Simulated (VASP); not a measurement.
A run of VASP 6.6.1:

The input INCAR:

```
SYSTEM = C
PREC = Accurate ; ENCUT = 600
EDIFF = 1E-6 ; ISMEAR = 0
SIGMA = 0.01 ; LREAL = .False.
LASPH = .True. ; NELM = 120
ALGO = Normal ; ISIF = 2
LWAVE = .False. ; LCHARG = .False.
GGA = PE ; NBANDS = 46
GGA_COMPAT = .False.
```

Contents of KPOINTS:

```
Automatic mesh
0
Gamma
  1 1 1
  0 0 0
```

The input POSCAR:

```
C
1.0
    0.0000000000      3.5670000000      3.5670000000
    3.5670000000      0.0000000000      3.5670000000
    3.5670000000      3.5670000000      0.0000000000
C
16
Direct
    0.0000000000      0.0000000000      0.0000000000
    0.1250000000      0.1250000000      0.1250000000
    0.0000000000      0.0000000000      0.5000000000
    0.1250000000      0.1250000000      0.6250000000
    0.0000000000      0.5000000000      0.0000000000
    0.1250000000      0.6250000000      0.1250000000
    0.0000000000      0.5000000000      0.5000000000
    0.1250000000      0.6250000000      0.6250000000
    0.5000000000      0.0000000000      0.0000000000
    0.6250000000      0.1250000000      0.1250000000
    0.5000000000      0.0000000000      0.5000000000
    0.6250000000      0.1250000000      0.6250000000
    0.5000000000      0.5000000000      0.0000000000
    0.6250000000      0.6250000000      0.1250000000
    0.5000000000      0.5000000000      0.5000000000
    0.6250000000      0.6250000000      0.6250000000
```

Potentials or basis: VASP PAW PBE potentials, release 64 (C).

Command:

```console
$ cat potpaw_PBE.64/C/POTCAR > POTCAR
$ mpirun -np 1 vasp_gam > vasp.out
```

Hardware: 1 thread of AMD EPYC 7R13 Processor (Zen 3), on a shared host.

How long does it take, and how much memory?

Wall time 6.7 s on 1 thread of AMD EPYC 7R13 Processor (Zen 3), with other jobs on the host, peak memory 0.18 GiB. Counts: scf iterations 11, k points 1.
